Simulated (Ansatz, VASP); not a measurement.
Mg in VASP and in Ansatz

```
Mg
1.0
     3.19531    0.00000    0.00000
    -1.59766    2.76722    0.00000
     0.00000    0.00000    5.18794
Mg
2
Cartesian
  0.0000 1.8448 1.2970
  1.5977 0.9224 3.8910
```

Alike in both runs: task single point; functional PBE; k mesh 11 × 11 × 6; occupations fermi-dirac, width 0.03 eV; no spin polarisation.

```csv
,VASP,Ansatz
version,VASP 6.6.1,Ansatz 0.2.0
potentials or method,"VASP PAW PBE potentials, release 64 (Mg), cutoff 520 eV","plane waves (420 eV) with PAW, scalar-relativistic"
valence electrons in the cell,4,20
```

|  | VASP | Ansatz | Ansatz less VASP |
| --- | --- | --- | --- |
| pressure (GPa) | -0.2 | 0.0 | +0.13 |

The functional is the same, so the differences come from potentials, cutoffs and numerics. VASP's potentials hold 4 valence electrons a cell and Ansatz's 20, so a difference there can come from the potentials and not from the codes.
